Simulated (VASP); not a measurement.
A run of VASP 6.6.1 is set up as follows.

The input INCAR:

```
SYSTEM = AlP
  PREC = Accurate
  ENCUT = 500
  EDIFF = 1E-6
  ISMEAR = 0
  SIGMA = 0.01
  LREAL = .FALSE.
  LASPH = .TRUE.
  NELM = 120
  ALGO = Normal
  ISIF = 2
  LWAVE = .FALSE.
  LCHARG = .FALSE.
  GGA = PE
  NBANDS = 11
  GGA_COMPAT = .FALSE.
```

File KPOINTS:

```
Automatic mesh
0
G
  4 4 4
  0 0 0
```

Contents of POSCAR:

```
AlP
1.0
    0.0000000000      2.6296869183      2.6296869183
    2.6296869183      0.0000000000      2.6296869183
    2.6296869183      2.6296869183      0.0000000000
Al P
1 1
Direct
    0.0000000000      0.0000000000      0.0000000000
    0.2500000000      0.2500000000      0.2500000000
```

Potentials or basis: VASP PAW PBE potentials, release 64 (Al, P).

The run is started by

```bash
$ cat potpaw_PBE.64/Al/POTCAR potpaw_PBE.64/P/POTCAR > POTCAR
$ mpirun -np 1 vasp_std > vasp.out
```

**Question.** Predict the pressure.

**Answer.** 15.7 GPa.

**Question.** Predict the band gap on the k mesh.

**Answer.** 1.30 eV, indirect (least direct gap 3.66 eV).

Caveat: the k points lie up to 0.52 Å⁻¹ apart; the cell differs from its parent crystal (strain -4.0%). A k mesh can miss the band edges.
